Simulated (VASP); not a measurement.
Here is a VASP 6.6.1 calculation.

INCAR

```
ALGO = Normal
EDIFF = 1E-6
ENCUT = 520
GGA = PE
ISIF = 2
ISMEAR = 0
LASPH = True
LCHARG = False
LREAL = False
LWAVE = False
NBANDS = 21
NELM = 60
PREC = Accurate
SIGMA = 0.05
```

File KPOINTS:

```
k-points
0
Gamma
  8 8 8
```

POSCAR

```
PbF2
1.0
    0.0000000000      2.8769807299      3.1646788029
    2.8769807299      0.0000000000      3.1646788029
    2.8769807299      2.8769807299      0.0000000000
Pb F
1 2
Direct
    0.0000000000      0.0000000000      0.0000000000
    0.2500000000      0.2500000000      0.2500000000
    0.7500000000      0.7500000000      0.7500000000
```

Potentials or basis: VASP PAW PBE potentials, release 64 (Pb_d, F).

Command:

```bash
$ cat potpaw_PBE.64/Pb_d/POTCAR potpaw_PBE.64/F/POTCAR > POTCAR
$ mpirun -np 1 vasp_std > vasp.out
```

Q: Predict the pressure.

A: 1.7 GPa.

Q: Predict the band gap on the k mesh.

A: 4.09 eV, indirect (least direct gap 4.48 eV).

Stress tensor (GPa, compression positive):
```
 3.46  0.00  0.00
 0.00  3.46  0.00
 0.00  0.00 -1.83
```

Caveat: spin-orbit coupling is left out, which moves the levels of the heavy elements. A k mesh can miss the band edges.
